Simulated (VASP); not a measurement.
The system is Li2Sn.

```
Sn Li
1.0
     0.00000    3.37500    3.37500
     3.37500    0.00000    3.37500
     3.37500    3.37500    0.00000
Sn Li
1 2
Direct
  0.00000 0.00000 0.00000
  0.25000 0.25000 0.25000
  0.75000 0.75000 0.75000
```

- Program: VASP 6.6.1
- Task: relaxation of cell and atoms
- Functional: PBE
- Potentials or basis: VASP PAW PBE potentials, release 64 (Sn_d, Li_sv)
- Cutoff: 750 eV
- k mesh: 11 × 11 × 11
- Occupations: gaussian, width 0.1 eV
- Spin: no spin polarisation

At the start: pressure -1.6 GPa; volume 25.63 Å³/atom.

**Question.** How do energy, volume and symmetry change on relaxing?

**Answer.** Over 3 steps the energy falls by 11.8 meV/atom and the volume is 23.58 Å³/atom (-8.0 %); space group Fm-3m (No. 225, to 0.1 Å) before and after.

Step by step:
| step | energy change (eV) | largest force (eV/Å) | pressure (GPa) | volume (Å³) |
| --- | --- | --- | --- | --- |
| 1 | 0.0000 | 0.0000 | -1.63 | 76.89 |
| 2 | -0.0236 | 0.0000 | -1.00 | 74.03 |
| 3 | -0.0353 | 0.0000 | -0.11 | 70.75 |

Final structure:
```cif
data_structure
_symmetry_space_group_name_H-M 'P 1'
_symmetry_Int_Tables_number 1
_cell_length_a 4.6424
_cell_length_b 4.6424
_cell_length_c 4.6424
_cell_angle_alpha 60.000
_cell_angle_beta 60.000
_cell_angle_gamma 60.000
_cell_volume 70.75
loop_
_atom_site_label
_atom_site_type_symbol
_atom_site_fract_x
_atom_site_fract_y
_atom_site_fract_z
_atom_site_occupancy
Sn1 Sn 0.00000 0.00000 0.00000 1
Li1 Li 0.25000 0.25000 0.25000 1
Li2 Li 0.75000 0.75000 0.75000 1
```
